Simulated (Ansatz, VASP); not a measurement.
**Pb: VASP beside Ansatz**

POSCAR

```
Pb
1.0
    0.0000000000      3.5064485529      3.5064485529
    3.5064485529      0.0000000000      3.5064485529
    3.5064485529      3.5064485529      0.0000000000
Pb
2
Direct
    0.2500000000      0.2500000000      0.2500000000
    0.0000000000      0.0000000000      0.0000000000
```

The input INCAR.step1:

```
PREC     = Accurate       # precision mode
ENCUT    = 520            # plane-wave cutoff, eV
EDIFF    = 1E-5           # SCF threshold, eV
ISMEAR   = -1             # smearing method
SIGMA    = 0.05           # smearing width, eV
LREAL    = False          # projectors in reciprocal space
LASPH    = True           # aspherical terms in the spheres
NELM     = 100            # most SCF steps
ALGO     = Normal         # electronic algorithm
ISIF     = 2              # what is computed and relaxed
LWAVE    = True           # write WAVECAR
LCHARG   = False          # write CHGCAR
GGA      = PE             # functional
NBANDS   = 21             # bands
```

Contents of INCAR.step2:

```
PREC     = Accurate       # precision mode
ENCUT    = 520            # plane-wave cutoff, eV
EDIFF    = 1E-7           # SCF threshold, eV
ISMEAR   = -1             # smearing method
SIGMA    = 0.05           # smearing width, eV
LREAL    = False          # projectors in reciprocal space
LASPH    = True           # aspherical terms in the spheres
NELM     = 100            # most SCF steps
ALGO     = Normal         # electronic algorithm
ISIF     = 2              # what is computed and relaxed
LWAVE    = False          # write WAVECAR
LCHARG   = False          # write CHGCAR
GGA      = PE             # functional
LHFCALC  = True           # exact exchange
HFSCREEN = 0.2079         # screening, 1/A
PRECFOCK = Normal       
ISTART   = 1            
NBANDS   = 21             # bands
```

File KPOINTS:

```
Automatic mesh
0
Gamma
  4 4 4
```

The input input:

```
crystal:
  lattice:
    - [0.0, 3.5064485529, 3.5064485529]
    - [3.5064485529, 0.0, 3.5064485529]
    - [3.5064485529, 3.5064485529, 0.0]
  atoms:
    - { symbol: Pb, position: [0.25, 0.25, 0.25] }
    - { symbol: Pb, position: [0.0, 0.0, 0.0] }
hamiltonian:
  xc: hse06
  pseudopotentials: { kind: paw }
kpoints:
  mp_grid: { grid: [4, 4, 4] }
scf:
  occupations: { method: fermi_dirac, width: 0.05 }
output:
  forces: true
  stress: true
  eigenvalues: true
```

Alike in both runs: task single point; functional HSE06; k mesh 4 × 4 × 4; occupations fermi-dirac, width 0.05 eV; no spin polarisation.

```csv
,VASP,Ansatz
version,VASP 6.6.1,Ansatz 0.2.0
potentials or method,"VASP PAW PBE potentials, release 64 (Pb_d)",Ansatz PAW
plane-wave cutoff (eV),520,420
valence electrons in the cell,28,28
```

|  | VASP | Ansatz | Ansatz less VASP |
| --- | --- | --- | --- |
| gap on the k mesh at the Fermi level (eV) | none | none | - |
| pressure (GPa) | -0.1 | -0.1 | +0.03 |

A gap of «none» marks a metal or a gap that the smearing closes.

The k mesh is coarse, so the values compare programs but aren't converged. Spin-orbit coupling is off throughout.
